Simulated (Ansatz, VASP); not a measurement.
## One calculation of SnSe, two programs

INCAR

```
PREC = Accurate ; ENCUT = 520
EDIFF = 1E-6 ; ISMEAR = 0
SIGMA = 0.03 ; LREAL = F
LASPH = T ; NELM = 100
ALGO = Normal ; ISIF = 2
LWAVE = F ; LCHARG = T
GGA = PE ; IVDW = 12
LELF = T ; LVHAR = T
NBANDS = 28
```

KPOINTS

```
regular mesh
0
Gamma
  8 8 6
```

File POSCAR:

```
SnSe
1.0
    4.0813000000      0.0000000000      0.0000000000
    0.0000000000      4.0813000000      0.0000000000
    0.0000000000      0.0000000000      5.1113000000
Sn Se
2 2
Direct
    0.5000000000      0.0000000000      0.2500887432
    0.0000000000      0.5000000000      0.7499112568
    0.5000000000      0.0000000000      0.7499352227
    0.0000000000      0.5000000000      0.2500647773
```

Input for Ansatz:

```yaml
crystal:
  lattice:
    - [4.0813, 0.0, 0.0]
    - [0.0, 4.0813, 0.0]
    - [0.0, 0.0, 5.1113]
  atoms:
    - { symbol: Sn, position: [0.5, 0.0, 0.2500887432] }
    - { symbol: Sn, position: [0.0, 0.5, 0.7499112568] }
    - { symbol: Se, position: [0.5, 0.0, 0.7499352227] }
    - { symbol: Se, position: [0.0, 0.5, 0.2500647773] }
basis:
  ecutwfc: 420
kpoints:
  mp_grid: { grid: [8, 8, 6] }
hamiltonian:
  xc: pbe
  dispersion: d3bj
scf:
  occupations: { method: gaussian, width: 0.03 }
output:
  forces: true
  stress: true
  eigenvalues: true
```

Alike in both runs: task single point; functional PBE; dispersion D3(BJ); k mesh 8 × 8 × 6; occupations gaussian, width 0.03 eV; no spin polarisation.

```csv
,VASP,Ansatz
version,VASP 6.6.1,Ansatz 0.2.0
potentials or method,"VASP PAW PBE potentials, release 64 (Sn_d, Se), cutoff 520 eV","scalar-relativistic, plane waves, PAW"
valence electrons in the cell,40,60
```

|  | VASP | Ansatz | Ansatz less VASP |
| --- | --- | --- | --- |
| gap on the k mesh at the Fermi level (eV) | none | none | - |
| pressure (GPa) | 22.6 | 22.6 | -0.04 |
| traceless stress, the component that is largest in VASP (GPa) | 25.49 | 25.49 | -0.007 |
| rms of the force components (eV/Å) | 0.006 | 0.006 | 0.0000 |

Atom by atom the forces differ by 0.000 eV/Å (rms over components). A gap of «none» marks a metal or a gap that the smearing closes. VASP's potentials hold 40 valence electrons a cell and Ansatz's 60, so a difference there can come from the potentials and not from the codes.
